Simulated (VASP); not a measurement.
# NaF (I4/mmm) in VASP: notebook

The runs below take NaF through single point, with r2SCAN.

All numbers are computed with VASP 6.6.1; they aren't measurements. Logs are shortened: lines on timing, memory, paths and dates and some standing lists are left out, and cuts for length are marked.

### Step 1. The cell of the first run

It takes space group I4/mmm (No. 139, tetragonal). The conventional cell has a = 3.187 Å, b = 3.187 Å, c = 4.577 Å, α = 90.00°, β = 90.00°, γ = 90.00°. Na (site symmetry 4/mmm) has 6 F at 2.25 to 2.29 Å within 3.0 Å. F (site symmetry 4/mmm) has 6 Na at 2.25 to 2.29 Å within 3.0 Å.

### Step 2. Single point, r2SCAN (strain -0.030 along x and y, -0.015 along z)

Contents of POSCAR:

```
NaF
1.0
    0.0000000000      2.2536010000      2.2884505000
    2.2536010000      0.0000000000      2.2884505000
    2.2536010000      2.2536010000      0.0000000000
Na F
1 1
Direct
    0.0000000000      0.0000000000      0.0000000000
    0.5000000000      0.5000000000      0.5000000000
```

Contents of INCAR.step1:

```
SYSTEM = NaF
PREC = Accurate
ENCUT = 520
ISMEAR = 0
SIGMA = 0.05
LREAL = .FALSE.
LASPH = .TRUE.
NELM = 60
NBANDS = 14
GGA = PE
ALGO = Normal
EDIFF = 1E-4
LWAVE = .TRUE.
LCHARG = .FALSE.
```

Contents of INCAR.step2:

```
SYSTEM = NaF
PREC = Accurate
ENCUT = 520
EDIFF = 1E-6
ISMEAR = 0
SIGMA = 0.05
LREAL = .FALSE.
LASPH = .TRUE.
NELM = 60
ALGO = Normal
ISIF = 2
LWAVE = .FALSE.
LCHARG = .FALSE.
METAGGA = R2SCAN
LMIXTAU = .TRUE.
NBANDS = 14
ISTART = 1
```

Contents of KPOINTS:

```
regular mesh
0
G
  8 8 8
  0 0 0
```

Potentials or basis: VASP PAW PBE potentials, release 64 (Na_pv, F).

On the command line:

```sh
cat potpaw_PBE.64/Na_pv/POTCAR potpaw_PBE.64/F/POTCAR > POTCAR
cp INCAR.step1 INCAR
mpirun -np 1 vasp_std > vasp.out
cp INCAR.step2 INCAR
mpirun -np 1 vasp_std > vasp.out
```

OUTCAR:

```text
SYSTEM = NaF
   PREC = Accurate
   ENCUT = 520
   EDIFF = 1E-6
   ISMEAR = 0
   LREAL = .FALSE.
   LASPH = .TRUE.
   NELM = 60
   ISIF = 2
   METAGGA = R2SCAN
   ISTART = 1

 ion  position               nearest neighbor table
   1  0.000  0.000  0.000-   2 2.25   2 2.25   2 2.25   2 2.25   2 2.29   2 2.29
   2  0.500  0.500  0.500-   1 2.25   1 2.25   1 2.25   1 2.25   1 2.29   1 2.29

  LATTYP: Found a body centered tetragonal cell.
 ALAT       =     3.1870730984
 C/A-ratio  =     1.4360828443

  Lattice vectors:

 A1 = (  -2.2536010000,   0.0000000000,   2.2884505000)
 A2 = (   2.2536010000,   0.0000000000,   2.2884505000)
 A3 = (   0.0000000000,   2.2536010000,  -2.2884505000)

Analysis of symmetry for initial positions (statically):
=====================================================================
 Subroutine PRICEL returns:
 Original cell was already a primitive cell.

 Routine SETGRP: Setting up the symmetry group for a
 body centered tetragonal supercell.

 Subroutine GETGRP returns: Found 16 space group operations
 (whereof 16 operations were pure point group operations)
 out of a pool of 16 trial point group operations.

The static configuration has the point symmetry D_4h.

Analysis of symmetry for dynamics (positions and initial velocities):
=====================================================================
 Subroutine PRICEL returns:
 Original cell was already a primitive cell.

 Routine SETGRP: Setting up the symmetry group for a
 body centered tetragonal supercell.

 Subroutine GETGRP returns: Found 16 space group operations
 (whereof 16 operations were pure point group operations)
 out of a pool of 16 trial point group operations.

The dynamic configuration has the point symmetry D_4h.

 Subroutine INISYM returns: Found 16 space group operations
 (whereof 16 operations are pure point group operations),
 and found     1 'primitive' translations

----------------------------------------------------------------------------------------

                                     Primitive cell

  volume of cell :      23.2448

  direct lattice vectors                    reciprocal lattice vectors
     0.000000000  2.253601000  2.288450500    -0.221867136  0.221867136  0.218488449
     2.253601000  0.000000000  2.288450500     0.221867136 -0.221867136  0.218488449
     2.253601000  2.253601000  0.000000000     0.221867136  0.221867136 -0.218488449

  length of vectors
     3.211809951  3.211809951  3.187073098     0.382344419  0.382344419  0.382344419

  position of ions in fractional coordinates (direct lattice)
     0.000000000  0.000000000  0.000000000
     0.500000000  0.500000000  0.500000000

  ion indices of the primitive-cell ions
   primitive index   ion index
                 1           1
                 2           2

----------------------------------------------------------------------------------------

 KPOINTS: regular mesh

Automatic generation of k-mesh.
 Grid dimensions read from file:
 generate k-points for:    8    8    8

 Generating k-lattice:

  Cartesian coordinates                     Fractional coordinates (reciprocal lattice)
    -0.027733392  0.027733392  0.027311056     0.125000000 -0.000000000  0.000000000
     0.027733392 -0.027733392  0.027311056    -0.000000000  0.125000000  0.000000000
     0.027733392  0.027733392 -0.027311056     0.000000000  0.000000000  0.125000000

  Length of vectors
     0.047793052  0.047793052  0.047793052

  Shift w.r.t. Gamma in fractional coordinates (k-lattice)
     0.000000000  0.000000000  0.000000000

 Subroutine IBZKPT returns following result:
 ===========================================

 Found     59 irreducible k-points:

 Following reciprocal coordinates:
            Coordinates               Weight
  0.000000  0.000000  0.000000      1.000000
  0.125000 -0.000000  0.000000      8.000000
  0.250000 -0.000000  0.000000      8.000000
  0.375000 -0.000000  0.000000      8.000000
  0.500000 -0.000000  0.000000      4.000000
  0.125000  0.125000  0.000000      2.000000
[... 16 lines left out ...]
  0.250000 -0.000000  0.125000     16.000000
  0.375000 -0.000000  0.125000     16.000000
 [... further k-points ...]
   k-points           NKPTS =     59   k-points in BZ     NKDIM =     59   number of bands    NBANDS=     14
   number of dos      NEDOS =    301   number of ions     NIONS =      2
   total plane-waves  NPLWV =  13824
   dimension x,y,z NGX =    24 NGY =   24 NGZ =   24
   dimension x,y,z NGXF=    48 NGYF=   48 NGZF=   48
   ions per type =               1   1
   NGX,Y,Z   is equivalent  to a cutoff of  12.42, 12.42, 12.52 a.u.
   NGXF,Y,Z  is equivalent  to a cutoff of  24.85, 24.85, 25.04 a.u.
 SYSTEM =  NaF
   PREC   = accura    normal or accurate (medium, high low for compatibility)
   ISTART =      1    job   : 0-new  1-cont  2-samecut
   ICHARG =      0    charge: 1-file 2-atom 10-const
   ISPIN  =      1    spin polarized calculation?
   LNONCOLLINEAR =      F non collinear calculations
   LSORBIT =      F    spin-orbit coupling
   LASPH  =      T    aspherical Exc in radial PAW
   ENCUT  =  520.0 eV  38.22 Ry    6.18 a.u.   5.97  5.97  5.93*2*pi/ulx,y,z
   NELM   =     60;   NELMIN=  2; NELMDL=  0     # of ELM steps
   EDIFF  = 0.1E-05   stopping-criterion for ELM
   LREAL  =      F    real-space projection
   EDIFFG = 0.1E-04   stopping-criterion for IOM
   NSW    =      0    number of steps for IOM
   IBRION =     -1    ionic relax: 0-MD 1-quasi-New 2-CG
   NFREE  =      0    steps in history (QN), initial steepest desc. (CG)
   ISIF   =      2    stress and relaxation
   ISYM   =      2    0-nonsym 1-usesym 2-fastsym
   POTIM  = 0.5000    time-step for ionic-motion
   TEBEG  =    0.0;   TEEND  =   0.0 temperature during run
   PSTRESS=    0.0 pullay stress
   NELECT =      14.0000    total number of electrons
   NUPDOWN=      -1.0000    fix difference up-down
   EMIN   =  10.00;   EMAX   =-10.00  energy-range for DOS
   EFERMI =   0.00;   METHOD = LEGACY
   ISMEAR =     0;   SIGMA  =   0.05  broadening in eV -4-tet -1-fermi 0-gaus
   EFERMI_NEDOS =   21; number of points for ismear=-14 and -15
   IALGO  =     38    algorithm
   IMIX   =      4    mixing-type and parameters
     AMIX     =   0.40;   BMIX     =  1.00
     AMIX_MAG =   1.60;   BMIX_MAG =  1.00
  volume/ion in A,a.u.               =      11.62        78.43
  Fermi-wavevector in a.u.,A,eV,Ry     =   1.382533  2.612609 26.006159  1.911399
  Thomas-Fermi vector in A             =   2.507216
   LORBIT       =      0    0 simple, 1 ext, 2 COOP (PROOUT), +10 PAW based schemes
   METAGGA = R2SCAN    functional components
   LHFCALC =     F    Hartree Fock is set to
   AEXX    =    0.0000 exact exchange contribution
   IVDW    =     0    specifies the selected vdW correction
   LEPSILON=     F    determine dielectric tensor
   LRPA    =     F    only Hartree local field effects (RPA)
 non-spin polarized calculation
 Gauss-broadening in eV      SIGMA  =   0.05
  energy-cutoff  :      520.00
  volume of cell :       23.24
 maximum number of plane-waves:       637
   NGX = 11   NGY = 11   NGZ = 11

 number of electron      14.0000009 magnetization

 Free energy of the ion-electron system (eV)
  ---------------------------------------------------
  ext. energy  EPLUGINS =         0.00000000
  ---------------------------------------------------
  free energy    TOTEN  =       -12.59819544 eV

  energy without entropy =      -12.59819544  energy(sigma->0) =      -12.59819544

 E-fermi :  -2.1334     XC(G=0): -10.1403

 val. band max:       -2.4240657101   @ k =   0.0000   0.0000   0.0000
 cond. band min:       5.1467842969   @ k =   0.0000   0.0000   0.0000
 fundamental gap:      7.5708500070
 Fermi energy:        -2.1333536398

 k-point     1 :       0.0000    0.0000    0.0000
  band No.  band energies     occupation
      1     -22.8399      2.00000
      2     -21.7238      2.00000
      3     -21.7194      2.00000
      4     -21.7191      2.00000
      5      -2.4279      2.00000
      6      -2.4241      2.00000
      7      -2.4241      2.00000
      8       5.1468      0.00000
      9      17.7769      0.00000
     10      17.8898      0.00000
     11      17.8898      0.00000
     12      20.6767      0.00000
     13      23.1056      0.00000
     14      23.5736      0.00000

 k-point     2 :       0.1250   -0.0000    0.0000
  band No.  band energies     occupation
      1     -22.9153      2.00000
      2     -21.7248      2.00000
      3     -21.7209      2.00000
      4     -21.6219      2.00000
      5      -2.7328      2.00000
      6      -2.4730      2.00000
      7      -2.4687      2.00000
      8       5.7140      0.00000
      9      16.0463      0.00000
     10      18.1070      0.00000
     11      18.1938      0.00000
     12      22.7116      0.00000
     13      22.9049      0.00000
     14      23.1477      0.00000

 k-point     3 :       0.2500   -0.0000    0.0000
  band No.  band energies     occupation
      1     -23.0616      2.00000
      2     -21.7302      2.00000
      3     -21.7246      2.00000
      4     -21.4196      2.00000
      5      -3.3733      2.00000
      6      -2.5833      2.00000
      7      -2.5747      2.00000
      8       7.0886      0.00000
      9      13.9877      0.00000
     10      18.8171      0.00000
     11      18.9535      0.00000
     12      22.1569      0.00000
     13      22.5183      0.00000
     14      24.3117      0.00000
[... 324 lines left out ...]
 k-point    23 :       0.2500   -0.0000    0.1250
  band No.  band energies     occupation
      1     -23.0101      2.00000
      2     -21.7403      2.00000
      3     -21.7341      2.00000
      4     -21.4662      2.00000
      5      -3.2457      2.00000
      6      -2.6007      2.00000
      7      -2.5927      2.00000
      8       6.9918      0.00000
      9      14.1983      0.00000
     10      18.5586      0.00000
     11      18.6117      0.00000
     12      20.7634      0.00000
     13      23.7083      0.00000
     14      25.7710      0.00000

 k-point    24 :       0.3750   -0.0000    0.1250
  band No.  band energies     occupation
      1     -23.1013      2.00000
      2     -21.7458      2.00000
      3     -21.7392      2.00000
      4     -21.3274      2.00000
      5      -3.7355      2.00000
      6      -2.7435      2.00000
      7      -2.6972      2.00000
      8       8.5352      0.00000
      9      12.7956      0.00000
     10      18.6903      0.00000
     11      19.1498      0.00000
     12      20.4689      0.00000
     13      23.4688      0.00000
     14      25.7532      0.00000

 [... further k-points ...]
[... 5 lines left out ...]
  --------------------------------------------------------------------------------------
  -------------------------------------------------------------------------------------
  Total        0.3624030      0.3624030      0.0888201      0.0000000      0.0000000      0.0000000
  in kB       24.9790970     24.9790970      6.1220421      0.0000000      0.0000000      0.0000000
  external PRESSURE =      18.6934121 kB  Pullay stress =       0.0000000 kB

 VOLUME and BASIS-vectors are now :
 -----------------------------------------------------------------------------
  energy-cutoff  :      520.00
  volume of cell :       23.24
      direct lattice vectors                 reciprocal lattice vectors
     0.000000000  2.253601000  2.288450500    -0.221867136  0.221867136  0.218488449
     2.253601000  0.000000000  2.288450500     0.221867136 -0.221867136  0.218488449
     2.253601000  2.253601000  0.000000000     0.221867136  0.221867136 -0.218488449

 POSITION                                       TOTAL-FORCE (eV/Angst)
 -----------------------------------------------------------------------------------
      0.00000      0.00000      0.00000        -0.000000     -0.000000      0.000000
      2.25360      2.25360      2.28845         0.000000      0.000000     -0.000000
 -----------------------------------------------------------------------------------
    total drift:                                0.000000     -0.000000      0.000000

  FREE ENERGIE OF THE ION-ELECTRON SYSTEM (eV)
  ---------------------------------------------------
  free  energy   TOTEN  =       -12.5981954381 eV

  energy  without entropy=      -12.5981954381  energy(sigma->0) =      -12.59819544
```

It took 19 s on 1 thread of Intel Xeon 6975P-C (Granite Rapids), shared host; peak memory 0.14 GiB.

Results:

* Free energy: -12.5982 eV
* Pressure: 1.9 GPa
* Band gap on the k mesh: 7.57 eV, direct

Caveat: the cell differs from its parent crystal (strain -0.030 along x and y, -0.015 along z); the PAW data sets were made with another functional, which shifts forces and pressure a little.

### Step 3. Single point, r2SCAN (strain -0.030 along x and y, +0.000 along z)

Contents of POSCAR:

```
NaF
1.0
    0.0000000000      2.2536010000      2.3233000000
    2.2536010000      0.0000000000      2.3233000000
    2.2536010000      2.2536010000      0.0000000000
Na F
1 1
Direct
    0.0000000000      0.0000000000      0.0000000000
    0.5000000000      0.5000000000      0.5000000000
```

Contents of INCAR.step1:

```
SYSTEM = NaF
ALGO     = Normal         ! electronic algorithm
EDIFF    = 1E-4           ! SCF threshold, eV
ENCUT    = 520            ! plane-wave cutoff, eV
GGA      = PE             ! functional
ISMEAR   = 0              ! smearing method
LASPH    = .TRUE.         ! aspherical terms in the spheres
LCHARG   = .FALSE.        ! write CHGCAR
LREAL    = .FALSE.        ! projectors in reciprocal space
LWAVE    = .TRUE.         ! write WAVECAR
NBANDS   = 14             ! bands
NELM     = 80             ! most SCF steps
PREC     = Accurate       ! precision mode
SIGMA    = 0.05           ! smearing width, eV
```

Contents of INCAR.step2:

```
SYSTEM = NaF
ALGO     = Normal         ! electronic algorithm
EDIFF    = 1E-7           ! SCF threshold, eV
ENCUT    = 520            ! plane-wave cutoff, eV
ISIF     = 2              ! what is computed and relaxed
ISMEAR   = 0              ! smearing method
ISTART   = 1            
LASPH    = .TRUE.         ! aspherical terms in the spheres
LCHARG   = .FALSE.        ! write CHGCAR
LMIXTAU  = .TRUE.       
LREAL    = .FALSE.        ! projectors in reciprocal space
LWAVE    = .FALSE.        ! write WAVECAR
METAGGA  = R2SCAN         ! meta-GGA
NBANDS   = 14             ! bands
NELM     = 80             ! most SCF steps
PREC     = Accurate       ! precision mode
SIGMA    = 0.05           ! smearing width, eV
```

Contents of KPOINTS:

```
k-points
0
G
  8 8 8
  0 0 0
```

Potentials or basis: VASP PAW PBE potentials, release 64 (Na_pv, F).

On the command line:

```sh
cat potpaw_PBE.64/Na_pv/POTCAR potpaw_PBE.64/F/POTCAR > POTCAR
cp INCAR.step1 INCAR
mpirun -np 1 vasp_std > vasp.out
cp INCAR.step2 INCAR
mpirun -np 1 vasp_std > vasp.out
```

It took 23 s on 1 thread of Intel Xeon 6975P-C (Granite Rapids), shared host; peak memory 0.14 GiB.

The run converged. Its results:

```yaml
Free_energy: -12.5978 eV
Pressure: 1.0 GPa
Band_gap_on_the_k_mesh: 7.47 eV, direct
```

Stress tensor (GPa, compression positive):
```
 2.04  0.00  0.00
 0.00  2.04  0.00
 0.00  0.00 -1.21
```

Levels at points of the mesh, in eV from the valence-band top:
| k point | band 4 | band 5 | band 6 | band 7 | band 8 | band 9 | band 10 | band 11 |
| --- | --- | --- | --- | --- | --- | --- | --- | --- |
| (0.00, 0.00, 0.00) | -19.34 | -0.01 | 0.00 | 0.00 | 7.47 | 20.02 | 20.25 | 20.25 |
| (0.50, 0.00, 0.00) | -18.80 | -1.67 | -0.31 | -0.28 | 11.97 | 13.88 | 21.72 | 22.32 |
| (0.50, 0.50, 0.00) | -19.39 | -1.38 | -0.39 | -0.39 | 14.25 | 14.31 | 15.34 | 22.08 |
| (0.50, 0.00, 0.50) | -19.40 | -1.33 | -0.47 | -0.43 | 14.01 | 14.67 | 15.42 | 21.55 |

Caveat: the cell differs from its parent crystal (strain -0.030 along x and y, +0.000 along z); the PAW data sets were made with another functional, which shifts forces and pressure a little.
